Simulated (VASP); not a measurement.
# ZrN (Fm-3m) in VASP: a series of runs, part 2 of 2

VASP 6.6.1.

### 3 Single point, PBEsol+D3(BJ) (11.32 Å³/atom)

This run uses another cell than the first one, of 11.32 Å³/atom.

INCAR reads:

```
SYSTEM = ZrN
ALGO = Normal
EDIFF = 1E-6
ENCUT = 600
GGA = PS
GGA_COMPAT = .False.
ISIF = 2
ISMEAR = 0
IVDW = 12
LASPH = .True.
LCHARG = .True.
LELF = .True.
LREAL = .False.
LVHAR = .True.
LWAVE = .False.
NBANDS = 16
NELM = 120
PREC = Accurate
SIGMA = 0.05
```

KPOINTS reads:

```
k-points
0
Gamma
  8 8 8
  0 0 0
```

POSCAR reads:

```
ZrN
1.0
    0.0000000000      2.2450689636      2.2450689636
    2.2450689636      0.0000000000      2.2450689636
    2.2450689636      2.2450689636      0.0000000000
Zr N
1 1
Direct
    0.5000000000      0.5000000000      0.5000000000
    0.0000000000      0.0000000000      0.0000000000
```

Potentials or basis: VASP PAW PBE potentials, release 64 (Zr_sv, N).

Run with:

```console
cat potpaw_PBE.64/Zr_sv/POTCAR potpaw_PBE.64/N/POTCAR > POTCAR
mpirun -np 1 vasp_std > vasp.out
```

Run time: 27 s. Hardware: 1 thread of AMD EPYC 7R43 (Zen 3), shared host; peak memory 0.13 GiB.

Results (log left out):

```
Free energy                : -22.3827 eV
Pressure                   : 6.3 GPa
Band gap on the k mesh     : zero (an odd number of electrons rules out a gap without spin polarisation)
Dispersion energy per atom : -0.445 eV
```

Levels at points of the mesh, in eV from the Fermi level:
```
           k point  band 6  band 7  band 8  band 9  band 10  band 11  band 12  band 13
(0.00, 0.00, 0.00)   -2.69   -2.69   -2.69   -0.45    -0.45    -0.45     1.72     1.72
(0.50, 0.00, 0.00)   -7.99   -5.99   -5.99    3.34     3.41     3.41     5.01     8.48
(0.50, 0.50, 0.00)   -4.47   -3.79   -3.14   -3.14     3.70     5.02     5.02     5.69
```

Caveat: the cell stands under pressure; the PAW data sets were made with another functional, which shifts forces and pressure a little.

### 4 Single point, PBEsol+D3(BJ) (11.08 Å³/atom)

This run uses another cell than the first one, of 11.08 Å³/atom.

INCAR reads:

```
SYSTEM = ZrN
  ALGO = Normal
  EDIFF = 1E-6
  ENCUT = 600
  GGA = PS
  GGA_COMPAT = .FALSE.
  ISIF = 2
  ISMEAR = 0
  IVDW = 12
  LASPH = .TRUE.
  LCHARG = .TRUE.
  LELF = .TRUE.
  LREAL = .FALSE.
  LVHAR = .TRUE.
  LWAVE = .FALSE.
  NBANDS = 16
  NELM = 120
  PREC = Accurate
  SIGMA = 0.05
```

KPOINTS reads:

```
k-points
0
G
  8 8 8
  0 0 0
```

POSCAR reads:

```
ZrN
1.0
    0.0000000000      2.2296912964      2.2296912964
    2.2296912964      0.0000000000      2.2296912964
    2.2296912964      2.2296912964      0.0000000000
Zr N
1 1
Direct
    0.5000000000      0.5000000000      0.5000000000
    0.0000000000      0.0000000000      0.0000000000
```

Run with:

```console
cat potpaw_PBE.64/Zr_sv/POTCAR potpaw_PBE.64/N/POTCAR > POTCAR
mpirun -np 1 vasp_std > vasp.out
```

It took 38 s on 1 thread of AMD EPYC 7R43 (Zen 3), shared host; peak memory 0.14 GiB.

Results (log left out):

| Property | Result |
| --- | --- |
| Free energy | -22.3542 eV |
| Pressure | 13.0 GPa |
| Band gap on the k mesh | zero (an odd number of electrons rules out a gap without spin polarisation) |
| Dispersion energy per atom | -0.454 eV |

Levels at points of the mesh, in eV from the Fermi level:
```csv
k point,band 6,band 7,band 8,band 9,band 10,band 11,band 12,band 13
"(0.00, 0.00, 0.00)",-2.72,-2.72,-2.72,-0.46,-0.46,-0.46,1.77,1.77
"(0.50, 0.00, 0.00)",-8.09,-6.09,-6.09,3.44,3.51,3.51,5.11,8.72
"(0.50, 0.50, 0.00)",-4.43,-3.88,-3.14,-3.14,3.80,5.18,5.18,5.92
```

Caveat: the cell stands under pressure; the PAW data sets were made with another functional, which shifts forces and pressure a little.

### 5 Single point, PBE+D3(BJ) (11.38 Å³/atom)

This run uses another cell than the first one, of 11.38 Å³/atom.

INCAR reads:

```
ALGO = Normal ; EDIFF = 1E-6
ENCUT = 600 ; GGA = PE
GGA_COMPAT = False ; ISIF = 2
ISMEAR = 0 ; IVDW = 12
LASPH = True ; LCHARG = False
LREAL = False ; LWAVE = False
NBANDS = 16 ; NELM = 120
PREC = Accurate ; SIGMA = 0.05
```

KPOINTS reads:

```
k-points
0
Gamma
  8 8 8
```

POSCAR reads:

```
ZrN
1.0
    0.0000000000      2.2493293209      2.2493293209
    2.2493293209      0.0000000000      2.2493293209
    2.2493293209      2.2493293209      0.0000000000
Zr N
1 1
Direct
    0.5000000000      0.5000000000      0.5000000000
    0.0000000000      0.0000000000      0.0000000000
```

Run with:

```console
cat potpaw_PBE.64/Zr_sv/POTCAR potpaw_PBE.64/N/POTCAR > POTCAR
mpirun -np 1 vasp_std > vasp.out
```

It took 23 s on 1 thread of AMD EPYC 7R43 (Zen 3), shared host; peak memory 0.13 GiB.

The run converged. Its results:

```yaml
Free_energy: -21.1715 eV
Pressure: 11.9 GPa
Band_gap_on_the_k_mesh: zero (an odd number of electrons rules out a gap without spin polarisation)
Dispersion_energy_per_atom: -0.452 eV
```

Levels at points of the mesh, in eV from the Fermi level:
```csv
k point,band 5,band 6,band 7,band 8,band 9,band 10,band 11,band 12,band 13,band 14
"(0.00, 0.00, 0.00)",-16.51,-2.73,-2.73,-2.73,-0.44,-0.44,-0.44,1.70,1.70,3.43
"(0.50, 0.00, 0.00)",-14.03,-7.95,-5.97,-5.97,3.27,3.34,3.34,5.02,8.34,8.34
"(0.50, 0.50, 0.00)",-16.04,-4.51,-3.73,-3.18,-3.18,3.64,4.92,4.92,5.55,9.50
```

Caveat: the cell stands under pressure.

### 6 Single point, RPBE

This run uses another cell than the first one, of 11.92 Å³/atom.

INCAR reads:

```
SYSTEM = ZrN
PREC = Accurate ; ENCUT = 600
EDIFF = 1E-6 ; ISMEAR = 0
SIGMA = 0.05 ; LREAL = .False.
LASPH = .True. ; NELM = 120
ALGO = Normal ; ISIF = 2
LWAVE = .False. ; LCHARG = .False.
GGA = RP ; NBANDS = 16
GGA_COMPAT = .False.
```

KPOINTS reads:

```
Automatic mesh
0
Gamma
  8 8 8
  0 0 0
```

POSCAR reads:

```
ZrN
1.0
    0.0000000000      2.2842273067      2.2842273067
    2.2842273067      0.0000000000      2.2842273067
    2.2842273067      2.2842273067      0.0000000000
Zr N
1 1
Direct
    0.5000000000      0.5000000000      0.5000000000
    0.0000000000      0.0000000000      0.0000000000
```

Potentials or basis: VASP PAW PBE potentials, release 64 (Zr_sv, N).

Run with:

```console
cat potpaw_PBE.64/Zr_sv/POTCAR potpaw_PBE.64/N/POTCAR > POTCAR
mpirun -np 1 vasp_std > vasp.out
```

OUTCAR:

```text
SYSTEM = ZrN
   PREC = Accurate
   ENCUT = 600
   EDIFF = 1E-6
   ISMEAR = 0
   LREAL = .False.
   LASPH = .True.
   NELM = 120
   ISIF = 2
   GGA = RP

 ion  position               nearest neighbor table
   1  0.500  0.500  0.500-   2 2.28   2 2.28   2 2.28   2 2.28   2 2.28   2 2.28
   2  0.000  0.000  0.000-   1 2.28   1 2.28   1 2.28   1 2.28   1 2.28   1 2.28

  LATTYP: Found a face centered cubic cell.
 ALAT       =     4.5684546134

  Lattice vectors:

 A1 = (   0.0000000000,   2.2842273067,   2.2842273067)
 A2 = (   2.2842273067,   0.0000000000,   2.2842273067)
 A3 = (   2.2842273067,   2.2842273067,   0.0000000000)
[... 626 lines left out ...]
      5      -2.5280      2.00000
      6       5.5283      2.00000
[... 8 lines left out ...]
     15      24.1196      0.00000
     16      25.2928      0.00000

 [... further k-points ...]
[... 5 lines left out ...]
  --------------------------------------------------------------------------------------
  -------------------------------------------------------------------------------------
  Total        1.2977449      1.2977449      1.2977449      0.0000000      0.0000000      0.0000000
  in kB       87.2272029     87.2272029     87.2272029      0.0000000      0.0000000      0.0000000
  external PRESSURE =      87.2272029 kB  Pullay stress =       0.0000000 kB

 VOLUME and BASIS-vectors are now :
 -----------------------------------------------------------------------------
  energy-cutoff  :      600.00
  volume of cell :       23.84
      direct lattice vectors                 reciprocal lattice vectors
     0.000000000  2.284227307  2.284227307    -0.218892401  0.218892401  0.218892401
     2.284227307  0.000000000  2.284227307     0.218892401 -0.218892401  0.218892401
     2.284227307  2.284227307  0.000000000     0.218892401  0.218892401 -0.218892401

 POSITION                                       TOTAL-FORCE (eV/Angst)
 -----------------------------------------------------------------------------------
      2.28423      2.28423      2.28423        -0.000000      0.000000     -0.000000
      0.00000      0.00000      0.00000         0.000000     -0.000000      0.000000
 -----------------------------------------------------------------------------------
    total drift:                                0.000000      0.000000      0.000000

  FREE ENERGIE OF THE ION-ELECTRON SYSTEM (eV)
  ---------------------------------------------------
  free  energy   TOTEN  =       -19.3587027053 eV

  energy  without entropy=      -19.3568721249  energy(sigma->0) =      -19.35778742
```

stdout:

```text
POSCAR found type information on POSCAR ZrN
 POSCAR found :  2 types and       2 ions
 scaLAPACK will be used
 -----------------------------------------------------------------------------
|                                                                             |
|                                                                             |
|     You enforced a specific xc type in the INCAR file but a different       |
|     I HOPE YOU KNOW WHAT YOU ARE DOING!                                     |
|                                                                             |
 -----------------------------------------------------------------------------

 LDA part: xc-table for (Slater+PW92), standard interpolation
 POSCAR, INCAR and KPOINTS ok, starting setup
 FFT: planning ... GRIDC
 FFT: planning ... GRID_SOFT
 FFT: planning ... GRID
 WAVECAR not read
 entering main loop
```

It took 31 s on 1 thread of AMD EPYC 7R43 (Zen 3), shared host; peak memory 0.12 GiB.

Results:

- Free energy: -19.3587 eV
- Pressure: 8.7 GPa
- Band gap on the k mesh: zero (an odd number of electrons rules out a gap without spin polarisation)

Caveat: the cell stands under pressure; the PAW data sets were made with another functional, which shifts forces and pressure a little.

### 7 Overview

```tsv
level	cell	gap on the mesh (eV)	pressure (GPa)
PBEsol+D3(BJ)	a = 3.169 Å, angles 60.0°, 2 atoms	none	8.1
PBEsol+D3(BJ)	a = 3.175 Å, angles 60.0°, 2 atoms	none	6.3
PBEsol+D3(BJ)	a = 3.153 Å, angles 60.0°, 2 atoms	none	13.0
PBE+D3(BJ)	a = 3.181 Å, angles 60.0°, 2 atoms	none	11.9
RPBE	a = 3.230 Å, angles 60.0°, 2 atoms	none	8.7
```

Alike in all rows: task single point; potentials or basis VASP PAW PBE potentials, release 64 (Zr_sv, N); no spin polarisation; k mesh 8 × 8 × 8; cutoff (eV) 600; smearing gaussian 0.05 eV.

Caveats: the cell stands under pressure; the PAW data sets were made with another functional, which shifts forces and pressure a little (at least some runs).

Absolute energies hang on the potentials; compare differences alone.
